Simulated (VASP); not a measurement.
# B3N2Cl (P-4m2) in VASP: further runs

B3N2Cl is run at these levels: PBE; tasks: single point.

Everything below comes from runs of VASP 6.6.1. Logs are shortened: lines on timing, memory, paths and dates and some standing lists are left out, and cuts for length are marked.

### Step 1. The cell of the first run

It takes space group P-4m2 (No. 115, tetragonal). Conventional cell: a = 2.624 Å, b = 2.624 Å, c = 6.901 Å, α = 90.00°, β = 90.00°, γ = 90.00°. B (site symmetry 2mm) has 2 N at 1.56 Å within 2.1 Å. Within 2.1 Å of B (site symmetry -4m2) lie 4 N at 1.60 Å. Within 2.1 Å of N (site symmetry 2mm) lie 4 B at 1.56 to 1.60 Å. Within 3.3 Å of Cl (site symmetry -4m2) lie 8 B at 2.52 Å and 4 Cl at 2.62 Å and 4 N at 2.86 Å.

The cell was built from a structure type or drawn by symmetry, and may not be a known phase.

### Step 2. Single point, PBE

INCAR

```
PREC = Accurate ; ENCUT = 520
EDIFF = 1E-7 ; ISMEAR = 0
SIGMA = 0.1 ; LREAL = False
LASPH = True ; NELM = 100
ALGO = Normal ; ISIF = 2
LWAVE = False ; LCHARG = False
GGA = PE ; NBANDS = 22
```

KPOINTS

```
Automatic mesh
0
Gamma
  6 6 2
```

POSCAR

```
B3N2Cl
1.0
    2.6240369582      0.0000000000      0.0000000000
    0.0000000000      2.6240369582      0.0000000000
    0.0000000000      0.0000000000      6.9012772858
B N Cl
3 2 1
Direct
    0.0000000000      0.0000000000      0.2529321524
    0.0000000000      0.0000000000      0.7470678476
    0.5000000000      0.5000000000      0.0000000000
    0.5000000000      0.0000000000      0.1315774960
    0.0000000000      0.5000000000      0.8684225040
    0.5000000000      0.5000000000      0.5000000000
```

Potentials or basis: VASP PAW PBE potentials, release 64 (B, N, Cl).

On the command line:

```bash
$ cat potpaw_PBE.64/B/POTCAR potpaw_PBE.64/N/POTCAR potpaw_PBE.64/Cl/POTCAR > POTCAR
$ mpirun -np 1 vasp_std > vasp.out
```

OUTCAR:

```text
PREC = Accurate
   ENCUT = 520
   EDIFF = 1E-7
   ISMEAR = 0
   LREAL = False
   LASPH = True
   NELM = 100
   ISIF = 2
   GGA = PE

 ion  position               nearest neighbor table
   1  0.000  0.000  0.253-   4 1.56   4 1.56
   2  0.000  0.000  0.747-   5 1.56   5 1.56
   3  0.500  0.500  0.000-   4 1.60   5 1.60   4 1.60   5 1.60
   4  0.500  0.000  0.132-   1 1.56   1 1.56   3 1.60   3 1.60
   5  0.000  0.500  0.868-   2 1.56   2 1.56   3 1.60   3 1.60
   6  0.500  0.500  0.500-

  LATTYP: Found a simple tetragonal cell.
 ALAT       =     2.6240369582
 C/A-ratio  =     2.6300228982

  Lattice vectors:

 A1 = (   2.6240369582,   0.0000000000,   0.0000000000)
 A2 = (   0.0000000000,   2.6240369582,   0.0000000000)
 A3 = (   0.0000000000,   0.0000000000,   6.9012772858)

Analysis of symmetry for initial positions (statically):
=====================================================================
 Subroutine PRICEL returns:
 Original cell was already a primitive cell.

 Routine SETGRP: Setting up the symmetry group for a
 simple tetragonal supercell.

 Subroutine GETGRP returns: Found  8 space group operations
 (whereof  8 operations were pure point group operations)
 out of a pool of 16 trial point group operations.

The static configuration has the point symmetry D_2d.

Analysis of symmetry for dynamics (positions and initial velocities):
=====================================================================
 Subroutine PRICEL returns:
 Original cell was already a primitive cell.

 Routine SETGRP: Setting up the symmetry group for a
 simple tetragonal supercell.

 Subroutine GETGRP returns: Found  8 space group operations
 (whereof  8 operations were pure point group operations)
 out of a pool of 16 trial point group operations.

The dynamic configuration has the point symmetry D_2d.

 Subroutine INISYM returns: Found  8 space group operations
 (whereof  8 operations are pure point group operations),
 and found     1 'primitive' translations

----------------------------------------------------------------------------------------

                                     Primitive cell

  volume of cell :      47.5192

  direct lattice vectors                    reciprocal lattice vectors
     2.624036958  0.000000000  0.000000000     0.381092193  0.000000000  0.000000000
     0.000000000  2.624036958  0.000000000     0.000000000  0.381092193  0.000000000
     0.000000000  0.000000000  6.901277286     0.000000000  0.000000000  0.144900713

  length of vectors
     2.624036958  2.624036958  6.901277286     0.381092193  0.381092193  0.144900713

  position of ions in fractional coordinates (direct lattice)
     0.000000000  0.000000000  0.252932152
     0.000000000  0.000000000  0.747067848
     0.500000000  0.500000000  0.000000000
     0.500000000  0.000000000  0.131577496
     0.000000000  0.500000000  0.868422504
     0.500000000  0.500000000  0.500000000

  ion indices of the primitive-cell ions
   primitive index   ion index
                 1           1
                 2           2
                 3           3
                 4           4
                 5           5
                 6           6

----------------------------------------------------------------------------------------

 KPOINTS: Automatic mesh

Automatic generation of k-mesh.
 Grid dimensions read from file:
 generate k-points for:    6    6    2

 Generating k-lattice:

  Cartesian coordinates                     Fractional coordinates (reciprocal lattice)
     0.063515366  0.000000000  0.000000000     0.166666667  0.000000000  0.000000000
     0.000000000  0.063515366  0.000000000     0.000000000  0.166666667  0.000000000
     0.000000000  0.000000000  0.072450357     0.000000000  0.000000000  0.500000000

  Length of vectors
     0.063515366  0.063515366  0.072450357

  Shift w.r.t. Gamma in fractional coordinates (k-lattice)
     0.000000000  0.000000000  0.000000000

 Subroutine IBZKPT returns following result:
 ===========================================

 Found     20 irreducible k-points:

 Following reciprocal coordinates:
            Coordinates               Weight
  0.000000  0.000000  0.000000      1.000000
  0.166667  0.000000  0.000000      4.000000
  0.333333  0.000000  0.000000      4.000000
  0.500000  0.000000  0.000000      2.000000
  0.166667  0.166667  0.000000      4.000000
  0.333333  0.166667  0.000000      8.000000
[... 12 lines left out ...]
  0.500000  0.333333  0.500000      4.000000
  0.500000  0.500000  0.500000      1.000000
   k-points           NKPTS =     20   k-points in BZ     NKDIM =     20   number of bands    NBANDS=     22
   number of dos      NEDOS =    301   number of ions     NIONS =      6
   total plane-waves  NPLWV =  21600
   dimension x,y,z NGX =    20 NGY =   20 NGZ =   54
   dimension x,y,z NGXF=    40 NGYF=   40 NGZF=  108
   ions per type =               3   2   1
   NGX,Y,Z   is equivalent  to a cutoff of  12.67, 12.67, 13.01 a.u.
   NGXF,Y,Z  is equivalent  to a cutoff of  25.34, 25.34, 26.02 a.u.
 SYSTEM =  unknown system
   PREC   = accura    normal or accurate (medium, high low for compatibility)
   ISTART =      0    job   : 0-new  1-cont  2-samecut
   ICHARG =      2    charge: 1-file 2-atom 10-const
   ISPIN  =      1    spin polarized calculation?
   LNONCOLLINEAR =      F non collinear calculations
   LSORBIT =      F    spin-orbit coupling
   LASPH  =      T    aspherical Exc in radial PAW
   ENCUT  =  520.0 eV  38.22 Ry    6.18 a.u.   4.88  4.88 12.83*2*pi/ulx,y,z
   NELM   =    100;   NELMIN=  2; NELMDL= -5     # of ELM steps
   EDIFF  = 0.1E-06   stopping-criterion for ELM
   LREAL  =      F    real-space projection
   EDIFFG = 0.1E-05   stopping-criterion for IOM
   NSW    =      0    number of steps for IOM
   IBRION =     -1    ionic relax: 0-MD 1-quasi-New 2-CG
   NFREE  =      0    steps in history (QN), initial steepest desc. (CG)
   ISIF   =      2    stress and relaxation
   ISYM   =      2    0-nonsym 1-usesym 2-fastsym
   POTIM  = 0.5000    time-step for ionic-motion
   TEBEG  =    0.0;   TEEND  =   0.0 temperature during run
   PSTRESS=    0.0 pullay stress
   NELECT =      26.0000    total number of electrons
   NUPDOWN=      -1.0000    fix difference up-down
   EMIN   =  10.00;   EMAX   =-10.00  energy-range for DOS
   EFERMI =   0.00;   METHOD = LEGACY
   ISMEAR =     0;   SIGMA  =   0.10  broadening in eV -4-tet -1-fermi 0-gaus
   EFERMI_NEDOS =   21; number of points for ismear=-14 and -15
   IALGO  =     38    algorithm
   IMIX   =      4    mixing-type and parameters
     AMIX     =   0.40;   BMIX     =  1.00
     AMIX_MAG =   1.60;   BMIX_MAG =  1.00
  volume/ion in A,a.u.               =       7.92        53.45
  Fermi-wavevector in a.u.,A,eV,Ry     =   1.338986  2.530317 24.393675  1.792884
  Thomas-Fermi vector in A             =   2.467414
   LORBIT       =      0    0 simple, 1 ext, 2 COOP (PROOUT), +10 PAW based schemes
   GGA     = PE    functional components
   LHFCALC =     F    Hartree Fock is set to
   AEXX    =    0.0000 exact exchange contribution
   IVDW    =     0    specifies the selected vdW correction
   LEPSILON=     F    determine dielectric tensor
   LRPA    =     F    only Hartree local field effects (RPA)
 non-spin polarized calculation
 Gauss-broadening in eV      SIGMA  =   0.10
  energy-cutoff  :      520.00
  volume of cell :       47.52
 maximum number of plane-waves:      1300
 NGX is ok and might be reduce to    20
   NGX =  9   NGY =  9   NGZ = 25

 number of electron      25.9999996 magnetization

 Free energy of the ion-electron system (eV)
  ---------------------------------------------------
  ext. energy  EPLUGINS =         0.00000000
  ---------------------------------------------------
  free energy    TOTEN  =       -37.26975266 eV

  energy without entropy =      -37.26333219  energy(sigma->0) =      -37.26654243

 E-fermi :   8.6328     XC(G=0): -12.1514

 val. band max:        8.6123663205   @ k =   0.3333   0.3333   0.5000
 cond. band min:       8.7527231523   @ k =   0.5000   0.0000   0.5000
 fundamental gap:      0.1403568318
 Fermi energy:         8.6328097658

 k-point     1 :       0.0000    0.0000    0.0000
  band No.  band energies     occupation
      1     -13.1841      2.00000
      2     -10.6343      2.00000
      3      -9.9498      2.00000
      4      -1.1950      2.00000
      5      -0.7013      2.00000
      6       1.4596      2.00000
[... 14 lines left out ...]
     21      16.8555      0.00000
     22      16.8555      0.00000

 k-point     2 :       0.1667    0.0000    0.0000
  band No.  band energies     occupation
      1     -12.7878      2.00000
      2     -10.3631      2.00000
      3      -9.5395      2.00000
      4      -1.2199      2.00000
      5      -0.9544      2.00000
      6       0.4938      2.00000
[... 14 lines left out ...]
     21      16.9390      0.00000
     22      17.2683      0.00000

 k-point     3 :       0.3333    0.0000    0.0000
  band No.  band energies     occupation
      1     -11.6859      2.00000
      2      -9.8761      2.00000
      3      -8.4871      2.00000
      4      -3.2381      2.00000
      5      -1.8396      2.00000
      6      -0.1050      2.00000
[... 14 lines left out ...]
     21      17.9600      0.00000
     22      18.4724      0.00000
[... 376 lines left out ...]
 k-point    19 :       0.5000    0.3333    0.5000
  band No.  band energies     occupation
      1      -9.2574      2.00000
      2      -9.2372      2.00000
      3      -6.4973      2.00000
      4      -2.4629      2.00000
      5      -2.2910      2.00000
      6      -0.5238      2.00000
[... 14 lines left out ...]
     21      18.8098      0.00000
     22      20.0956      0.00000

 k-point    20 :       0.5000    0.5000    0.5000
  band No.  band energies     occupation
      1      -8.7520      2.00000
      2      -8.7520      2.00000
      3      -5.8614      2.00000
      4      -2.4054      2.00000
      5      -2.2844      2.00000
      6      -0.7248      2.00000
[... 14 lines left out ...]
     21      17.2266      0.00000
     22      18.8336      0.00000

------------------------ aborting loop because EDIFF is reached ----------------------------------------

  FORCE on cell =-STRESS in cart. coord.  units (eV):
  Direction    XX          YY          ZZ          XY          YZ          ZX
  --------------------------------------------------------------------------------------
  -------------------------------------------------------------------------------------
  Total        0.0086171      0.0086171      0.0167274      0.0000000      0.0000000      0.0000000
  in kB        0.2905364      0.2905364      0.5639883      0.0000000      0.0000000      0.0000000
  external PRESSURE =       0.3816870 kB  Pullay stress =       0.0000000 kB

 VOLUME and BASIS-vectors are now :
 -----------------------------------------------------------------------------
  energy-cutoff  :      520.00
  volume of cell :       47.52
      direct lattice vectors                 reciprocal lattice vectors
     2.624036958  0.000000000  0.000000000     0.381092193  0.000000000  0.000000000
     0.000000000  2.624036958  0.000000000     0.000000000  0.381092193  0.000000000
     0.000000000  0.000000000  6.901277286     0.000000000  0.000000000  0.144900713

 POSITION                                       TOTAL-FORCE (eV/Angst)
 -----------------------------------------------------------------------------------
      0.00000      0.00000      1.74555         0.000000      0.000000      0.004121
      0.00000      0.00000      5.15572         0.000000      0.000000     -0.004121
      1.31202      1.31202      0.00000         0.000000      0.000000      0.000000
      1.31202      0.00000      0.90805         0.000000      0.000000      0.007561
      0.00000      1.31202      5.99322         0.000000     -0.000000     -0.007561
      1.31202      1.31202      3.45064         0.000000      0.000000      0.000000
 -----------------------------------------------------------------------------------
    total drift:                                0.000000      0.000000     -0.000000

  FREE ENERGIE OF THE ION-ELECTRON SYSTEM (eV)
  ---------------------------------------------------
  free  energy   TOTEN  =       -37.2697526586 eV

  energy  without entropy=      -37.2633321941  energy(sigma->0) =      -37.26654243
```

Wall time 12 s (1 thread of Intel Xeon 6975P-C (Granite Rapids), shared host); peak memory 0.16 GiB.

What came out:

```
Free energy            : -37.2698 eV
Pressure               : 0.0 GPa
Largest force          : 0.008 eV/Å
Band gap on the k mesh : zero (bands 13 and 14 overlap by 3.29 eV)
```

Forces in eV/Å, atoms in the order of the input:
```
B    0.000  0.000  0.004
B    0.000  0.000 -0.004
B    0.000  0.000  0.000
N    0.000  0.000  0.008
N    0.000  0.000 -0.008
Cl   0.000  0.000  0.000
```

Levels at points of the mesh, in eV from the Fermi level:
```csv
k point,band 10,band 11,band 12,band 13,band 14,band 15,band 16,band 17
"(0.00, 0.00, 0.00)",-3.70,-1.12,-1.12,0.26,2.37,4.31,4.38,5.46
"(0.50, 0.00, 0.00)",-5.09,-4.99,-1.94,0.13,1.93,3.32,4.99,6.50
"(0.50, 0.50, 0.00)",-6.65,-6.65,-3.22,-1.88,-1.29,-1.29,1.12,5.23
"(0.00, 0.00, 0.50)",-5.03,-0.97,-0.97,1.16,2.42,3.33,4.85,4.93
"(0.50, 0.00, 0.50)",-5.09,-3.79,-1.05,0.12,1.43,2.79,4.95,6.57
"(0.50, 0.50, 0.50)",-6.20,-6.20,-3.44,-1.98,-1.98,-1.61,0.62,7.68
```

Caveat: the k points lie up to 0.46 Å⁻¹ apart, too coarse for converged energies and pressures of a metal.

(Part 1 of 2 ends here.)
